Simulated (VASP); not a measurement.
# TiAl3 (Pm-3m) in VASP: further runs

The runs below take TiAl3 through vibrations by perturbation theory, with LDA.

All numbers are computed with VASP 6.6.1; they aren't measurements. Logs are shortened: lines on timing, memory, paths and dates and some standing lists are left out, and cuts for length are marked.

## Step 1: The cell of the first run

It takes space group Pm-3m (No. 221, cubic). The conventional cell has a = 3.732 Å, b = 3.732 Å, c = 3.732 Å, α = 90.00°, β = 90.00°, γ = 90.00°. Within 3.5 Å of Ti (site symmetry m-3m) lie 12 Al at 2.64 Å. Within 3.5 Å of Al (site symmetry 4/mmm) lie 4 Ti at 2.64 Å and 8 Al at 2.64 Å.

## Step 2: Vibrations by perturbation theory, LDA

Contents of INCAR:

```
  PREC = Accurate
  ENCUT = 520
  EDIFF = 1E-8
  ISMEAR = -1
  SIGMA = 0.15
  LREAL = F
  LASPH = T
  NELM = 60
  ALGO = Normal
  ISIF = 2
  LWAVE = F
  LCHARG = F
  IBRION = 8
  NSW = 1
```

Contents of KPOINTS:

```
Automatic mesh
0
Gamma
  12 12 12
```

Contents of POSCAR:

```
TiAl3
1.0
    3.7324236050      0.0000000000      0.0000000000
    0.0000000000      3.7324236050      0.0000000000
    0.0000000000      0.0000000000      3.7324236050
Ti Al
1 3
Direct
    0.0000000000      0.0000000000      0.0000000000
    0.5000000000      0.5000000000      0.0000000000
    0.5000000000      0.0000000000      0.5000000000
    0.0000000000      0.5000000000      0.5000000000
```

Potentials or basis: VASP PAW LDA potentials, release 64 (Ti_sv, Al).

The run is started by

```sh
> cat potpaw_LDA.64/Ti_sv/POTCAR potpaw_LDA.64/Al/POTCAR > POTCAR
> mpirun -np 1 vasp_std > vasp.out
```

OUTCAR:

```text
PREC = Accurate
   ENCUT = 520
   EDIFF = 1E-8
   ISMEAR = -1
   LREAL = F
   LASPH = T
   NELM = 60
   ISIF = 2
   IBRION = 8
   NSW = 1

 ion  position               nearest neighbor table
   1  0.000  0.000  0.000-   2 2.64   3 2.64   4 2.64   3 2.64   4 2.64   2 2.64   4 2.64   4 2.64
                             2 2.64   3 2.64   3 2.64   2 2.64
   2  0.500  0.500  0.000-   1 2.64   3 2.64   4 2.64   3 2.64   4 2.64   1 2.64   3 2.64   3 2.64
                             1 2.64   4 2.64   4 2.64   1 2.64
   3  0.500  0.000  0.500-   1 2.64   2 2.64   4 2.64   1 2.64   2 2.64   2 2.64   4 2.64   2 2.64
                             1 2.64   4 2.64   1 2.64   4 2.64
   4  0.000  0.500  0.500-   1 2.64   2 2.64   3 2.64   1 2.64   2 2.64   1 2.64   3 2.64   1 2.64
                             2 2.64   3 2.64   2 2.64   3 2.64

  LATTYP: Found a simple cubic cell.
 ALAT       =     3.7324236050

  Lattice vectors:

 A1 = (   3.7324236050,   0.0000000000,   0.0000000000)
 A2 = (   0.0000000000,   3.7324236050,   0.0000000000)
 A3 = (   0.0000000000,   0.0000000000,   3.7324236050)

Analysis of symmetry for initial positions (statically):
=====================================================================
 Subroutine PRICEL returns:
 Original cell was already a primitive cell.

 Routine SETGRP: Setting up the symmetry group for a
 simple cubic supercell.

 Subroutine GETGRP returns: Found 48 space group operations
 (whereof 48 operations were pure point group operations)
 out of a pool of 48 trial point group operations.

The static configuration has the point symmetry O_h .

Analysis of symmetry for dynamics (positions and initial velocities):
=====================================================================
 Subroutine PRICEL returns:
 Original cell was already a primitive cell.

 Routine SETGRP: Setting up the symmetry group for a
 simple cubic supercell.

 Subroutine GETGRP returns: Found 48 space group operations
 (whereof 48 operations were pure point group operations)
 out of a pool of 48 trial point group operations.

The dynamic configuration has the point symmetry O_h .

 Subroutine INISYM returns: Found 48 space group operations
 (whereof 48 operations are pure point group operations),
 and found     1 'primitive' translations

----------------------------------------------------------------------------------------

                                     Primitive cell

  volume of cell :      51.9963

  direct lattice vectors                    reciprocal lattice vectors
     3.732423605  0.000000000  0.000000000     0.267922429  0.000000000  0.000000000
     0.000000000  3.732423605  0.000000000     0.000000000  0.267922429  0.000000000
     0.000000000  0.000000000  3.732423605     0.000000000  0.000000000  0.267922429

  length of vectors
     3.732423605  3.732423605  3.732423605     0.267922429  0.267922429  0.267922429

  position of ions in fractional coordinates (direct lattice)
     0.000000000  0.000000000  0.000000000
     0.500000000  0.500000000  0.000000000
     0.500000000  0.000000000  0.500000000
     0.000000000  0.500000000  0.500000000

  ion indices of the primitive-cell ions
   primitive index   ion index
                 1           1
                 2           2
                 3           3
[... 136 lines left out ...]
      5      -0.9201      2.00000
      6       7.3743      2.00000
      7       7.3743      2.00000
      8       8.6585      2.00000
      9       8.6585      2.00000
     10       8.6585      2.00000
     11      11.0068      0.61515
     12      11.0068      0.61515
     13      11.0068      0.61515
     14      11.5298      0.02682
[... 377 lines left out ...]
      1     -44.9441      2.00000
      2     -21.7353      2.00000
      3     -21.7259      2.00000
      4     -21.6899      2.00000
      5       1.8882      2.00000
      6       3.8746      2.00000
      7       5.2006      2.00000
      8       6.9306      2.00000
      9       8.9852      1.99999
     10       9.6577      1.99944
     11      11.2598      0.15197
     12      11.9274      0.00192
     13      12.1916      0.00033
     14      12.9139      0.00000

 [... further k-points ...]
[... 5 lines left out ...]
  --------------------------------------------------------------------------------------
  -------------------------------------------------------------------------------------
  Total        7.2365672      7.2365672      7.2365672      0.0000000      0.0000000      0.0000000
  in kB      222.9823033    222.9823033    222.9823033      0.0000000      0.0000000      0.0000000
  external PRESSURE =     222.9823033 kB  Pullay stress =       0.0000000 kB

 VOLUME and BASIS-vectors are now :
 -----------------------------------------------------------------------------
  energy-cutoff  :      520.00
  volume of cell :       52.00
      direct lattice vectors                 reciprocal lattice vectors
     3.732423605  0.000000000  0.000000000     0.267922429  0.000000000  0.000000000
     0.000000000  3.732423605  0.000000000     0.000000000  0.267922429  0.000000000
     0.000000000  0.000000000  3.732423605     0.000000000  0.000000000  0.267922429

 POSITION                                       TOTAL-FORCE (eV/Angst)
 -----------------------------------------------------------------------------------
      0.00000      0.00000      0.00000         0.000000      0.000000      0.000000
      1.86621      1.86621      0.00000         0.000000      0.000000      0.000000
      1.86621      0.00000      1.86621         0.000000      0.000000      0.000000
      0.00000      1.86621      1.86621         0.000000      0.000000      0.000000
 -----------------------------------------------------------------------------------
    total drift:                               -0.000000     -0.000000     -0.000000

  FREE ENERGIE OF THE ION-ELECTRON SYSTEM (eV)
  ---------------------------------------------------
  free  energy   TOTEN  =       -22.2836793057 eV

  energy  without entropy=      -22.1469030860  energy(sigma->0) =      -22.21529120

[... ionic steps 2 to 3 ...]

--------------------------------------- Ionic step        4  -------------------------------------------

------------------------ aborting loop because EDIFF is reached ----------------------------------------
[... 7 lines left out ...]
[... ionic steps 8 to 8 ...]

--------------------------------------- Ionic step        9  -------------------------------------------

 Free energy of the ion-electron system (eV)
  ---------------------------------------------------
  ---------------------------------------------------
  free energy    TOTEN  =        -0.00808929 eV

  energy without entropy =       -0.00808929

------------------------ aborting loop because EDIFF is reached ----------------------------------------

 INTERNAL STRAIN TENSOR  FOR ION    2  DIRECTION 3   (eV/Angst):
 -----------------------------------------------------------------------------
    -0.01285  0.00000 -0.00000
     0.00000 -0.01285  0.00000
    -0.00000  0.00000  0.01981

 INTERNAL STRAIN TENSOR FOR ION    4 for displacements in x,y,z  (eV/Angst):
          X           Y           Z          XY          YZ          ZX
  --------------------------------------------------------------------------------
  x     0.00000     0.00000     0.00000     0.00000     0.00000     0.00000
  y     0.00000     0.00000     0.00000     0.00000     0.00000     0.00000
  z     0.00000     0.00000     0.00000     0.00000     0.00000     0.00000

 SECOND DERIVATIVES (NOT SYMMETRIZED)
 ------------------------------------
               1X          1Y          1Z          2X          2Y          2Z          3X          3Y          3Z          4X          4Y          4Z
  1X   -14.795353   -0.000000    0.000000    6.753103    0.000000   -0.000000    6.753103   -0.000000    0.000000    1.289147   -0.000000    0.000000
  1Y    -0.000000  -14.795353   -0.000000    0.000000    6.753103    0.000000   -0.000000    1.289147   -0.000000   -0.000000    6.753103   -0.000000
  1Z    -0.000000   -0.000000  -14.795353   -0.000000   -0.000000    1.289147    0.000000    0.000000    6.753103    0.000000    0.000000    6.753103
  2X     6.746474    0.000000    0.000000  -11.802853    0.000000    0.000000    0.217359    0.000000    0.000000    4.839020    0.000000    0.000000
  2Y     0.000000    6.746474    0.000000    0.000000  -11.802853    0.000000    0.000000    4.839020    0.000000    0.000000    0.217359    0.000000
  2Z    -0.000000   -0.000000    1.281794   -0.000000   -0.000000  -10.956970   -0.000000    0.000000    4.837588    0.000000   -0.000000    4.837588
  3X     6.746474    0.000000    0.000000    0.217359    0.000000    0.000000  -11.802853    0.000000    0.000000    4.839020    0.000000    0.000000
  3Y    -0.000000    1.281794   -0.000000   -0.000000    4.837588   -0.000000   -0.000000  -10.956970    0.000000   -0.000000    4.837588    0.000000
  3Z     0.000000    0.000000    6.746474    0.000000    0.000000    4.839020    0.000000    0.000000  -11.802853    0.000000    0.000000    0.217359
  4X     1.281794   -0.000000    0.000000    4.837588   -0.000000    0.000000    4.837588   -0.000000   -0.000000  -10.956970   -0.000000    0.000000
  4Y     0.000000    6.746474    0.000000    0.000000    0.217359    0.000000    0.000000    4.839020    0.000000    0.000000  -11.802853    0.000000
  4Z     0.000000    0.000000    6.746474    0.000000    0.000000    4.839020    0.000000    0.000000    0.217359    0.000000    0.000000  -11.802853

 Eigenvectors and eigenvalues of the dynamical matrix
 ----------------------------------------------------

   1 f  =   13.524841 THz    84.979082 2PiTHz  451.140131 cm-1    55.934222 meV
             X         Y         Z           dx          dy          dz
      0.000000  0.000000  0.000000     0.410963    0.035215   -0.012825
      1.866212  1.866212  0.000000    -0.529567   -0.045378   -0.015973
      1.866212  0.000000  1.866212    -0.529567    0.043859    0.016526
      0.000000  1.866212  1.866212     0.511839   -0.045378    0.016526
[... 71 lines left out ...]
  12 f/i=    0.004090 THz     0.025699 2PiTHz    0.136434 cm-1     0.016916 meV
             X         Y         Z           dx          dy          dz
      0.000000  0.000000  0.000000     0.005926    0.075684    0.604599
      1.866212  1.866212  0.000000     0.004452    0.056852    0.454334
      1.866212  0.000000  1.866212     0.004452    0.056874    0.454158
      0.000000  1.866212  1.866212     0.004453    0.056852    0.454158

--------------------------------------------------------------------------------------------------------

 ELASTIC MODULI CONTR FROM IONIC RELAXATION (kBar)
 Direction    XX          YY          ZZ          XY          YZ          ZX
 --------------------------------------------------------------------------------
 XX           0.0000      0.0000      0.0000      0.0000      0.0000      0.0000
 YY           0.0000      0.0000      0.0000      0.0000      0.0000      0.0000
 ZZ           0.0000      0.0000      0.0000      0.0000      0.0000      0.0000
 XY           0.0000      0.0000      0.0000      0.0000      0.0000      0.0000
 YZ           0.0000      0.0000      0.0000      0.0000      0.0000      0.0000
 ZX           0.0000      0.0000      0.0000      0.0000      0.0000      0.0000
 --------------------------------------------------------------------------------
```

Wall time 8.4 min (1 thread of Intel Xeon 6975P-C, shared host); peak memory 0.59 GiB.

Results:

```yaml
Highest_phonon_frequency_at_Γ_LO-TO_splitting_left_out: 451 cm⁻¹
```

Phonon frequencies in cm⁻¹ (negative: imaginary):
```
              q point                                frequencies
(0.000, 0.000, 0.000)  0 0 0 328 328 328 348 348 348 451 451 451
```

Caveat: the cell wasn't relaxed at this level first, which shifts response properties.

## Step 3: Vibrations by perturbation theory, LDA

This run uses another cell than the first one, of 13.83 Å³/atom, 1.064 times its volume.

Contents of INCAR:

```
PREC     = Accurate       # precision mode
ENCUT    = 520            # plane-wave cutoff, eV
EDIFF    = 1E-8           # SCF threshold, eV
ISMEAR   = -1             # smearing method
SIGMA    = 0.15           # smearing width, eV
LREAL    = F              # projectors in reciprocal space
LASPH    = T              # aspherical terms in the spheres
NELM     = 60             # most SCF steps
ALGO     = Fast           # electronic algorithm
ISIF     = 2              # what is computed and relaxed
LWAVE    = F              # write WAVECAR
LCHARG   = F              # write CHGCAR
NBANDS   = 18             # bands
IBRION   = 8              # ionic algorithm
NSW      = 1              # ionic steps
```

KPOINTS is that of step 2.

Contents of POSCAR:

```
TiAl3
1.0
    3.8099961015      0.0000000000      0.0000000000
    0.0000000000      3.8099961015      0.0000000000
    0.0000000000      0.0000000000      3.8099961015
Ti Al
1 3
Direct
    0.0000000000      0.0000000000      0.0000000000
    0.5000000000      0.5000000000      0.0000000000
    0.5000000000      0.0000000000      0.5000000000
    0.0000000000      0.5000000000      0.5000000000
```

Potentials or basis: VASP PAW LDA potentials, release 64 (Ti_sv, Al).

The run is started by

```sh
> cat potpaw_LDA.64/Ti_sv/POTCAR potpaw_LDA.64/Al/POTCAR > POTCAR
> mpirun -np 1 vasp_std > vasp.out
```

OUTCAR:

```text
PREC = Accurate
   ENCUT = 520
   EDIFF = 1E-8
   ISMEAR = -1
   LREAL = F
   LASPH = T
   NELM = 60
   ISIF = 2
   IBRION = 8
   NSW = 1

 ion  position               nearest neighbor table
   1  0.000  0.000  0.000-   2 2.69   3 2.69   4 2.69   3 2.69   4 2.69   2 2.69   4 2.69   4 2.69
                             2 2.69   3 2.69   3 2.69   2 2.69
   2  0.500  0.500  0.000-   1 2.69   3 2.69   4 2.69   3 2.69   4 2.69   1 2.69   3 2.69   3 2.69
                             1 2.69   4 2.69   4 2.69   1 2.69
   3  0.500  0.000  0.500-   1 2.69   2 2.69   4 2.69   1 2.69   2 2.69   2 2.69   4 2.69   2 2.69
                             1 2.69   4 2.69   1 2.69   4 2.69
   4  0.000  0.500  0.500-   1 2.69   2 2.69   3 2.69   1 2.69   2 2.69   1 2.69   3 2.69   1 2.69
                             2 2.69   3 2.69   2 2.69   3 2.69

  LATTYP: Found a simple cubic cell.
 ALAT       =     3.8099961015

  Lattice vectors:

 A1 = (   3.8099961015,   0.0000000000,   0.0000000000)
 A2 = (   0.0000000000,   3.8099961015,   0.0000000000)
 A3 = (   0.0000000000,   0.0000000000,   3.8099961015)

Analysis of symmetry for initial positions (statically):
=====================================================================
 Subroutine PRICEL returns:
 Original cell was already a primitive cell.

 Routine SETGRP: Setting up the symmetry group for a
 simple cubic supercell.

 Subroutine GETGRP returns: Found 48 space group operations
[... 739 lines left out ...]
  energy without entropy =       -0.00789013

------------------------ aborting loop because EDIFF is reached ----------------------------------------

 INTERNAL STRAIN TENSOR  FOR ION    2  DIRECTION 3   (eV/Angst):
 -----------------------------------------------------------------------------
    -0.01180  0.00000 -0.00000
     0.00000 -0.01180  0.00000
     0.00000  0.00000  0.01904

 INTERNAL STRAIN TENSOR FOR ION    4 for displacements in x,y,z  (eV/Angst):
          X           Y           Z          XY          YZ          ZX
  --------------------------------------------------------------------------------
  x     0.00000     0.00000     0.00000     0.00000     0.00000     0.00000
  y     0.00000     0.00000     0.00000     0.00000     0.00000     0.00000
  z     0.00000     0.00000     0.00000     0.00000     0.00000     0.00000

 SECOND DERIVATIVES (NOT SYMMETRIZED)
 ------------------------------------
               1X          1Y          1Z          2X          2Y          2Z          3X          3Y          3Z          4X          4Y          4Z
  1X   -12.350810   -0.000000    0.000000    5.585780    0.000000    0.000000    5.585780   -0.000000   -0.000000    1.179250    0.000000   -0.000000
  1Y    -0.000000  -12.350810   -0.000000    0.000000    5.585780   -0.000000    0.000000    1.179250    0.000000   -0.000000    5.585780    0.000000
  1Z    -0.000000   -0.000000  -12.350810    0.000000    0.000000    1.179250    0.000000   -0.000000    5.585780   -0.000000    0.000000    5.585780
  2X     5.578219    0.000000    0.000000   -9.831392    0.000000    0.000000    0.272464    0.000000    0.000000    3.980709    0.000000    0.000000
  2Y     0.000000    5.578219    0.000000    0.000000   -9.831392    0.000000    0.000000    3.980709    0.000000    0.000000    0.272464    0.000000
  2Z     0.000000    0.000000    1.171099    0.000000    0.000000   -9.131319    0.000000   -0.000000    3.980110   -0.000000    0.000000    3.980110
  3X     5.578219    0.000000    0.000000    0.272464    0.000000    0.000000   -9.831392    0.000000    0.000000    3.980709    0.000000    0.000000
  3Y    -0.000000    1.171099    0.000000    0.000000    3.980110    0.000000    0.000000   -9.131319   -0.000000   -0.000000    3.980110   -0.000000
  3Z     0.000000    0.000000    5.578219    0.000000    0.000000    3.980709    0.000000    0.000000   -9.831392    0.000000    0.000000    0.272464
  4X     1.171099    0.000000   -0.000000    3.980110    0.000000    0.000000    3.980110   -0.000000    0.000000   -9.131319    0.000000   -0.000000
  4Y     0.000000    5.578219    0.000000    0.000000    0.272464    0.000000    0.000000    3.980709    0.000000    0.000000   -9.831392    0.000000
  4Z     0.000000    0.000000    5.578219    0.000000    0.000000    3.980709    0.000000    0.000000    0.272464    0.000000    0.000000   -9.831392

 Eigenvectors and eigenvalues of the dynamical matrix
 ----------------------------------------------------

   1 f  =   12.284083 THz    77.183167 2PiTHz  409.752887 cm-1    50.802860 meV
             X         Y         Z           dx          dy          dz
      0.000000  0.000000  0.000000     0.322583    0.257427    0.000118
      1.904998  1.904998  0.000000    -0.415619   -0.331671    0.000147
      1.904998  0.000000  1.904998    -0.415619    0.320598   -0.000152
      0.000000  1.904998  1.904998     0.401744   -0.331671   -0.000152
[... 71 lines left out ...]
  12 f/i=    0.004847 THz     0.030451 2PiTHz    0.161662 cm-1     0.020044 meV
             X         Y         Z           dx          dy          dz
      0.000000  0.000000  0.000000     0.028016    0.022880    0.608178
      1.904998  1.904998  0.000000     0.021050    0.017191    0.457138
      1.904998  0.000000  1.904998     0.021050    0.017198    0.456957
      0.000000  1.904998  1.904998     0.021058    0.017191    0.456957

--------------------------------------------------------------------------------------------------------

 ELASTIC MODULI CONTR FROM IONIC RELAXATION (kBar)
 Direction    XX          YY          ZZ          XY          YZ          ZX
 --------------------------------------------------------------------------------
 XX           0.0000      0.0000      0.0000      0.0000      0.0000      0.0000
 YY           0.0000      0.0000      0.0000      0.0000      0.0000      0.0000
 ZZ           0.0000      0.0000      0.0000      0.0000      0.0000      0.0000
 XY           0.0000      0.0000      0.0000      0.0000      0.0000      0.0000
 YZ           0.0000      0.0000      0.0000      0.0000      0.0000      0.0000
 ZX           0.0000      0.0000      0.0000      0.0000      0.0000      0.0000
 --------------------------------------------------------------------------------
```

Run time: 14 min. Hardware: 1 thread of Intel Xeon 6975P-C, shared host; peak memory 0.71 GiB.

What came out:

| Property | Result |
| --- | --- |
| Highest phonon frequency at Γ, LO-TO splitting left out | 410 cm⁻¹ |

Phonon frequencies in cm⁻¹ (negative: imaginary):
| q point | frequencies |
| --- | --- |
| (0.000, 0.000, 0.000) | 0 0 0 301 301 301 319 319 319 410 410 410 |

Caveat: the cell wasn't relaxed at this level first, which shifts response properties.
